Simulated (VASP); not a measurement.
A run of VASP 6.6.1 is set up as follows.

INCAR

```
SYSTEM = TiRu2
PREC = Accurate ; ENCUT = 520
EDIFF = 1E-6 ; ISMEAR = 0
SIGMA = 0.1 ; LREAL = .FALSE.
LASPH = .TRUE. ; NELM = 60
ALGO = Fast ; ISIF = 2
LWAVE = .FALSE. ; LCHARG = .TRUE.
GGA = PE ; LELF = .TRUE.
LVHAR = .TRUE. ; NBANDS = 27
```

File KPOINTS:

```
Automatic mesh
0
G
  12 12 16
  0 0 0
```

Contents of POSCAR:

```
TiRu2
1.0
    4.3126635236      0.0000000000      0.0000000000
   -2.1563317618      3.7348761694      0.0000000000
    0.0000000000      0.0000000000      2.7787545973
Ti Ru
1 2
Direct
    0.0000000000      0.0000000000      0.0000000000
    0.3333333333      0.6666666667      0.5000000000
    0.6666666667      0.3333333333      0.5000000000
```

Potentials or basis: VASP PAW PBE potentials, release 64 (Ti_sv, Ru_pv).

Run with:

```sh
$ cat potpaw_PBE.64/Ti_sv/POTCAR potpaw_PBE.64/Ru_pv/POTCAR > POTCAR
$ mpirun -np 1 vasp_std > vasp.out
```

What does it give for the band gap on the k mesh?

Zero (bands 20 and 21 overlap by 1.41 eV).

Predict the pressure.

-0.5 GPa.

Stress tensor (GPa, compression positive):
```
-0.42  0.00  0.00
 0.00 -0.42  0.00
 0.00  0.00 -0.59
```
